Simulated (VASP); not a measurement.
The system is AlN.

```
Al N
1.0
     3.11300    0.00000    0.00000
    -1.55650    2.69594    0.00000
     0.00000    0.00000    4.98100
Al N
2 2
Direct
  0.33333 0.66667 0.00000
  0.66667 0.33333 0.50000
  0.33333 0.66667 0.38000
  0.66667 0.33333 0.88000
```

Base run:

| Quantity | Value |
| --- | --- |
| Program | VASP 6.6.1 |
| Functional | PBE |
| Potentials or basis | VASP PAW PBE potentials, release 64 (Al, N) |
| Cutoff | 520 eV |
| k mesh | 12 × 12 × 4 |
| Occupations | gaussian, width 0.01 eV |
| Spin | no spin polarisation |

Its results: band gap on the k mesh 4.22 eV; pressure 3.5 GPa; largest force 0.129 eV/Å.

Problem. The run is repeated on the same cell with these changes: functional from PBE to LDA; potentials or basis from VASP PAW PBE potentials, release 64 (Al, N) to VASP PAW LDA potentials, release 64 (Al, N). What comes out?

Solution. Band gap on the k mesh 4.25 eV; pressure -4.1 GPa; largest force 0.119 eV/Å.

Caveats: the cell stands under pressure (at least some runs); the cell stands under tension (at least some runs).

A k mesh can miss the band edges.
